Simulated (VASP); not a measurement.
# KBr (zincblende type) (F-43m) in VASP: a series of runs

The runs below take KBr (zincblende type) through electric field gradients, with PBE.

Program: VASP 6.6.1. These are calculated values, not measurements. Logs are shortened: lines on timing, memory, paths and dates and some standing lists are left out, and cuts for length are marked.

### Step 1. The cell of the first run

Symmetry: F-43m, No. 216, cubic system. Conventional cell: a = 7.303 Å, b = 7.303 Å, c = 7.303 Å, α = 90.00°, β = 90.00°, γ = 90.00°. K (site symmetry -43m) has 4 Br at 3.16 Å within 4.2 Å. Within 4.2 Å of Br (site symmetry -43m) lie 4 K at 3.16 Å.

### Step 2. Electric field gradients, PBE (volume scaled by 0.95)

The input, INCAR:

```
SYSTEM = KBr
ALGO = Normal
EDIFF = 1E-8
ENCUT = 520
GGA = PE
ISIF = 2
ISMEAR = -1
LASPH = .True.
LCHARG = .False.
LEFG = .True.
LREAL = .False.
LWAVE = .False.
NBANDS = 15
NELM = 100
PREC = Accurate
SIGMA = 0.08
```

The input, KPOINTS:

```
k-points
0
Gamma
  11 11 11
  0 0 0
```

The input, POSCAR:

```
KBr
1.0
    0.0000000000      3.6517201777      3.6517201777
    3.6517201777      0.0000000000      3.6517201777
    3.6517201777      3.6517201777      0.0000000000
K Br
1 1
Direct
    0.0000000000      0.0000000000      0.0000000000
    0.2500000000      0.2500000000      0.2500000000
```

Potentials or basis: VASP PAW PBE potentials, release 64 (K_sv, Br).

The run is started by

```sh
cat potpaw_PBE.64/K_sv/POTCAR potpaw_PBE.64/Br/POTCAR > POTCAR
mpirun -np 1 vasp_std > vasp.out
```

OUTCAR:

```text
SYSTEM = KBr
   EDIFF = 1E-8
   ENCUT = 520
   GGA = PE
   ISIF = 2
   ISMEAR = -1
   LASPH = .True.
   LREAL = .False.
   NELM = 100
   PREC = Accurate

 ion  position               nearest neighbor table
   1  0.000  0.000  0.000-   2 3.16   2 3.16   2 3.16   2 3.16
   2  0.250  0.250  0.250-   1 3.16   1 3.16   1 3.16   1 3.16

  LATTYP: Found a face centered cubic cell.
 ALAT       =     7.3034403554

  Lattice vectors:

 A1 = (   0.0000000000,   3.6517201777,   3.6517201777)
 A2 = (   3.6517201777,   0.0000000000,   3.6517201777)
 A3 = (   3.6517201777,   3.6517201777,   0.0000000000)

Analysis of symmetry for initial positions (statically):
=====================================================================
 Subroutine PRICEL returns:
 Original cell was already a primitive cell.

 Routine SETGRP: Setting up the symmetry group for a
 face centered cubic supercell.

 Subroutine GETGRP returns: Found 24 space group operations
 (whereof 24 operations were pure point group operations)
 out of a pool of 48 trial point group operations.

The static configuration has the point symmetry T_d .

Analysis of symmetry for dynamics (positions and initial velocities):
=====================================================================
 Subroutine PRICEL returns:
 Original cell was already a primitive cell.

 Routine SETGRP: Setting up the symmetry group for a
 face centered cubic supercell.

 Subroutine GETGRP returns: Found 24 space group operations
 (whereof 24 operations were pure point group operations)
 out of a pool of 48 trial point group operations.

The dynamic configuration has the point symmetry T_d .

 Subroutine INISYM returns: Found 24 space group operations
 (whereof 24 operations are pure point group operations),
 and found     1 'primitive' translations

----------------------------------------------------------------------------------------

                                     Primitive cell

  volume of cell :      97.3918

  direct lattice vectors                    reciprocal lattice vectors
     0.000000000  3.651720178  3.651720178    -0.136921773  0.136921773  0.136921773
     3.651720178  0.000000000  3.651720178     0.136921773 -0.136921773  0.136921773
     3.651720178  3.651720178  0.000000000     0.136921773  0.136921773 -0.136921773

  length of vectors
     5.164312201  5.164312201  5.164312201     0.237155467  0.237155467  0.237155467

  position of ions in fractional coordinates (direct lattice)
     0.000000000  0.000000000  0.000000000
     0.250000000  0.250000000  0.250000000

  ion indices of the primitive-cell ions
   primitive index   ion index
                 1           1
                 2           2

----------------------------------------------------------------------------------------

 KPOINTS: k-points

Automatic generation of k-mesh.
 Grid dimensions read from file:
 generate k-points for:   11   11   11

 Generating k-lattice:

  Cartesian coordinates                     Fractional coordinates (reciprocal lattice)
    -0.012447434  0.012447434  0.012447434     0.090909091  0.000000000  0.000000000
     0.012447434 -0.012447434  0.012447434     0.000000000  0.090909091  0.000000000
     0.012447434  0.012447434 -0.012447434     0.000000000  0.000000000  0.090909091

  Length of vectors
     0.021559588  0.021559588  0.021559588

  Shift w.r.t. Gamma in fractional coordinates (k-lattice)
     0.000000000  0.000000000  0.000000000

 Subroutine IBZKPT returns following result:
 ===========================================

 Found     56 irreducible k-points:

 Following reciprocal coordinates:
            Coordinates               Weight
  0.000000  0.000000  0.000000      1.000000
  0.090909  0.000000  0.000000      8.000000
  0.181818  0.000000  0.000000      8.000000
  0.272727  0.000000  0.000000      8.000000
  0.363636  0.000000  0.000000      8.000000
  0.454545  0.000000  0.000000      8.000000
[... 16 lines left out ...]
 -0.272727  0.181818  0.000000     24.000000
 -0.181818  0.181818  0.000000     12.000000
 [... further k-points ...]
   k-points           NKPTS =     56   k-points in BZ     NKDIM =     56   number of bands    NBANDS=     15
   number of dos      NEDOS =    301   number of ions     NIONS =      2
   total plane-waves  NPLWV =  64000
   dimension x,y,z NGX =    40 NGY =   40 NGZ =   40
   dimension x,y,z NGXF=    80 NGYF=   80 NGZF=   80
   ions per type =               1   1
   NGX,Y,Z   is equivalent  to a cutoff of  12.88, 12.88, 12.88 a.u.
   NGXF,Y,Z  is equivalent  to a cutoff of  25.75, 25.75, 25.75 a.u.
 SYSTEM =  KBr
   PREC   = accura    normal or accurate (medium, high low for compatibility)
   ISTART =      0    job   : 0-new  1-cont  2-samecut
   ICHARG =      2    charge: 1-file 2-atom 10-const
   ISPIN  =      1    spin polarized calculation?
   LNONCOLLINEAR =      F non collinear calculations
   LSORBIT =      F    spin-orbit coupling
   LASPH  =      T    aspherical Exc in radial PAW
   ENCUT  =  520.0 eV  38.22 Ry    6.18 a.u.   9.60  9.60  9.60*2*pi/ulx,y,z
   NELM   =    100;   NELMIN=  2; NELMDL= -5     # of ELM steps
   EDIFF  = 0.1E-07   stopping-criterion for ELM
   LREAL  =      F    real-space projection
   EDIFFG = 0.1E-06   stopping-criterion for IOM
   NSW    =      0    number of steps for IOM
   IBRION =     -1    ionic relax: 0-MD 1-quasi-New 2-CG
   NFREE  =      0    steps in history (QN), initial steepest desc. (CG)
   ISIF   =      2    stress and relaxation
   ISYM   =      2    0-nonsym 1-usesym 2-fastsym
   POTIM  = 0.5000    time-step for ionic-motion
   TEBEG  =    0.0;   TEEND  =   0.0 temperature during run
   PSTRESS=    0.0 pullay stress
   NELECT =      16.0000    total number of electrons
   NUPDOWN=      -1.0000    fix difference up-down
   EMIN   =  10.00;   EMAX   =-10.00  energy-range for DOS
   EFERMI =   0.00;   METHOD = LEGACY
   ISMEAR =    -1;   SIGMA  =   0.08  broadening in eV -4-tet -1-fermi 0-gaus
   EFERMI_NEDOS =   21; number of points for ismear=-14 and -15
   IALGO  =     38    algorithm
   IMIX   =      4    mixing-type and parameters
     AMIX     =   0.40;   BMIX     =  1.00
     AMIX_MAG =   1.60;   BMIX_MAG =  1.00
  volume/ion in A,a.u.               =      48.70       328.62
  Fermi-wavevector in a.u.,A,eV,Ry     =   0.896618  1.694362 10.938042  0.803923
  Thomas-Fermi vector in A             =   2.019099
   LORBIT       =      0    0 simple, 1 ext, 2 COOP (PROOUT), +10 PAW based schemes
   GGA     = PE    functional components
   LHFCALC =     F    Hartree Fock is set to
   AEXX    =    0.0000 exact exchange contribution
   IVDW    =     0    specifies the selected vdW correction
   LEPSILON=     F    determine dielectric tensor
   LRPA    =     F    only Hartree local field effects (RPA)
 non-spin polarized calculation
  energy-cutoff  :      520.00
  volume of cell :       97.39
 maximum number of plane-waves:      2685
   NGX = 19   NGY = 19   NGZ = 19

 number of electron      15.9999998 magnetization

 Free energy of the ion-electron system (eV)
  ---------------------------------------------------
  ext. energy  EPLUGINS =         0.00000000
  ---------------------------------------------------
  free energy    TOTEN  =        -6.02646159 eV

  energy without entropy =       -6.02646159  energy(sigma->0) =       -6.02646159

 E-fermi :  -1.0816     XC(G=0):  -6.0422

 val. band max:       -3.0641271047   @ k =  -0.2727   0.2727   0.0000
 cond. band min:       1.2696731628   @ k =   0.0000   0.0000   0.0000
 fundamental gap:      4.3338002675
 Fermi energy:        -1.0816373026

 k-point     1 :       0.0000    0.0000    0.0000
  band No.  band energies     occupation
      1     -30.7699      2.00000
      2     -14.9507      2.00000
      3     -14.2721      2.00000
      4     -14.2721      2.00000
      5     -14.2721      2.00000
      6      -3.0836      2.00000
      7      -3.0836      2.00000
      8      -3.0836      2.00000
      9       1.2697      0.00000
     10       5.6042      0.00000
     11       5.6042      0.00000
     12       6.6340      0.00000
     13       6.6340      0.00000
     14       6.6340      0.00000
     15       7.4070      0.00000

 k-point     2 :       0.0909    0.0000    0.0000
  band No.  band energies     occupation
      1     -30.7697      2.00000
      2     -14.9713      2.00000
      3     -14.2727      2.00000
      4     -14.2727      2.00000
      5     -14.2493      2.00000
      6      -3.1243      2.00000
      7      -3.0821      2.00000
      8      -3.0821      2.00000
      9       1.4090      0.00000
     10       5.4953      0.00000
     11       5.4953      0.00000
     12       6.5359      0.00000
     13       6.8395      0.00000
     14       6.8395      0.00000
     15       7.1011      0.00000

 k-point     3 :       0.1818    0.0000    0.0000
  band No.  band energies     occupation
      1     -30.7694      2.00000
      2     -15.0210      2.00000
      3     -14.2742      2.00000
      4     -14.2742      2.00000
      5     -14.1938      2.00000
      6      -3.2233      2.00000
      7      -3.0780      2.00000
      8      -3.0780      2.00000
      9       1.7878      0.00000
     10       5.3245      0.00000
     11       5.3245      0.00000
     12       6.1858      0.00000
     13       6.6030      0.00000
     14       7.1201      0.00000
     15       7.1201      0.00000
[... 343 lines left out ...]
 k-point    23 :      -0.2727    0.1818    0.0000
  band No.  band energies     occupation
      1     -30.7683      2.00000
      2     -15.1332      2.00000
      3     -14.2886      2.00000
      4     -14.2782      2.00000
      5     -14.0559      2.00000
      6      -3.3713      2.00000
      7      -3.1510      2.00000
      8      -3.0645      2.00000
      9       2.9869      0.00000
     10       4.6424      0.00000
     11       5.0048      0.00000
     12       5.2760      0.00000
     13       6.8694      0.00000
     14       7.0919      0.00000
     15       7.1017      0.00000

 k-point    24 :      -0.1818    0.1818    0.0000
  band No.  band energies     occupation
      1     -30.7687      2.00000
      2     -15.0935      2.00000
      3     -14.2839      2.00000
      4     -14.2760      2.00000
      5     -14.1053      2.00000
      6      -3.3257      2.00000
      7      -3.1210      2.00000
      8      -3.0673      2.00000
      9       2.4896      0.00000
     10       4.9805      0.00000
     11       5.0000      0.00000
     12       5.6239      0.00000
     13       6.8086      0.00000
     14       7.0871      0.00000
     15       7.2074      0.00000

 [... further k-points ...]
[... 5 lines left out ...]
  --------------------------------------------------------------------------------------
  -------------------------------------------------------------------------------------
  Total        0.3734649      0.3734649      0.3734649     -0.0000000     -0.0000000      0.0000000
  in kB        6.1438122      6.1438122      6.1438122     -0.0000000     -0.0000000      0.0000000
  external PRESSURE =       6.1438122 kB  Pullay stress =       0.0000000 kB

 VOLUME and BASIS-vectors are now :
 -----------------------------------------------------------------------------
  energy-cutoff  :      520.00
  volume of cell :       97.39
      direct lattice vectors                 reciprocal lattice vectors
     0.000000000  3.651720178  3.651720178    -0.136921773  0.136921773  0.136921773
     3.651720178  0.000000000  3.651720178     0.136921773 -0.136921773  0.136921773
     3.651720178  3.651720178  0.000000000     0.136921773  0.136921773 -0.136921773

 POSITION                                       TOTAL-FORCE (eV/Angst)
 -----------------------------------------------------------------------------------
      0.00000      0.00000      0.00000        -0.000000     -0.000000     -0.000000
      1.82586      1.82586      1.82586         0.000000      0.000000      0.000000
 -----------------------------------------------------------------------------------
    total drift:                               -0.000000     -0.000000     -0.000000

  FREE ENERGIE OF THE ION-ELECTRON SYSTEM (eV)
  ---------------------------------------------------
  free  energy   TOTEN  =        -6.0264615921 eV

  energy  without entropy=       -6.0264615920  energy(sigma->0) =       -6.02646159

 Electric field gradients (V/A^2)
---------------------------------------------------------------------
 ion       V_xx      V_yy      V_zz      V_xy      V_xz      V_yz
---------------------------------------------------------------------
   1      -0.000     0.000     0.000     0.000     0.000     0.000
   2       0.000     0.000    -0.000     0.001     0.001     0.001
---------------------------------------------------------------------

 Electric field gradients after diagonalization (V/A^2)
 (convention: |V_zz| > |V_xx| > |V_yy|)
----------------------------------------------------------------------
 ion       V_xx      V_yy      V_zz     asymmetry (V_yy - V_xx)/ V_zz
----------------------------------------------------------------------
   1      -0.000    -0.000     0.000       0.000
   2      -0.001    -0.001     0.001       0.000
----------------------------------------------------------------------

           NMR quadrupolar parameters

 Cq : quadrupolar parameter    Cq=e*Q*V_zz/h
 eta: asymmetry parameters     (V_yy - V_xx)/ V_zz
 Q  : nuclear electric quadrupole moment in mb (millibarn)
----------------------------------------------------------------------
 ion       Cq(MHz)       eta       Q (mb)
----------------------------------------------------------------------
   1       0.000       0.000       1.000
   2       0.000       0.000       1.000
----------------------------------------------------------------------
```

It took 38 s on 1 thread of Intel Xeon 6975P-C (Granite Rapids), shared host; peak memory 0.28 GiB.

What came out:

```yaml
Free_energy: -6.0265 eV
Pressure: 0.6 GPa
Band_gap_on_the_k_mesh: 4.33 eV, indirect (least direct gap 4.35 eV)
```

Levels at points of the mesh, in eV from the valence-band top:
| k point | band 5 | band 6 | band 7 | band 8 | band 9 | band 10 | band 11 | band 12 |
| --- | --- | --- | --- | --- | --- | --- | --- | --- |
| (0.00, 0.00, 0.00) | -11.21 | -0.02 | -0.02 | -0.02 | 4.33 | 8.67 | 8.67 | 9.70 |

Caveat: without QUAD_EFG the Cq values of the log hold for a quadrupole moment of 1 mb, not for the nuclei. A k mesh can miss the band edges.

(Part 1 of 3 ends here.)
